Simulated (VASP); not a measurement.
Here is a VASP 6.6.1 calculation.

File INCAR:

```
SYSTEM = Be
  PREC = Accurate
  ENCUT = 600
  EDIFF = 1E-6
  ISMEAR = -1
  SIGMA = 0.08
  LREAL = .FALSE.
  LASPH = .TRUE.
  NELM = 100
  ALGO = Normal
  ISIF = 3
  LWAVE = .FALSE.
  LCHARG = .FALSE.
  GGA = PS
  IBRION = 2
  NSW = 60
  EDIFFG = -0.005
  PSTRESS = 130.0
```

Contents of KPOINTS:

```
regular mesh
0
G
  19 19 19
  0 0 0
```

POSCAR

```
Be
1.0
    1.9664516252      0.0000000000      0.0000000000
    0.0000000000      1.9664516252      0.0000000000
    0.0000000000      0.0000000000      1.9664516252
Be
1
Direct
    0.0000000000      0.0000000000      0.0000000000
```

Potentials or basis: VASP PAW PBE potentials, release 64 (Be).

Run with:

```console
$ cat potpaw_PBE.64/Be/POTCAR > POTCAR
$ mpirun -np 1 vasp_std > vasp.out
```

Question: Estimate the band gap on the k mesh.

Answer: Zero (bands 1 and 2 overlap by 7.00 eV).

Question: What does it give for the relaxed volume?

Answer: 8.90 Å³/atom.

Question: Estimate the space group after relaxing (to 0.1 Å).

Answer: Pm-3m (No. 221).

Step by step:
| step | energy change (eV) | largest force (eV/Å) | pressure (GPa) | volume (Å³) |
| --- | --- | --- | --- | --- |
| 1 | 0.0000 | 0.0000 | 36.51 | 7.60 |
| 2 | -0.1902 | 0.0000 | 12.97 | 8.90 |

Caveat: the cell is relaxed towards a set pressure, so the run minimises the enthalpy, not the energy; the volume moved by over 15 % at a fixed basis, so the end points are rough; the PAW data sets were made with another functional, which shifts forces and pressure a little.
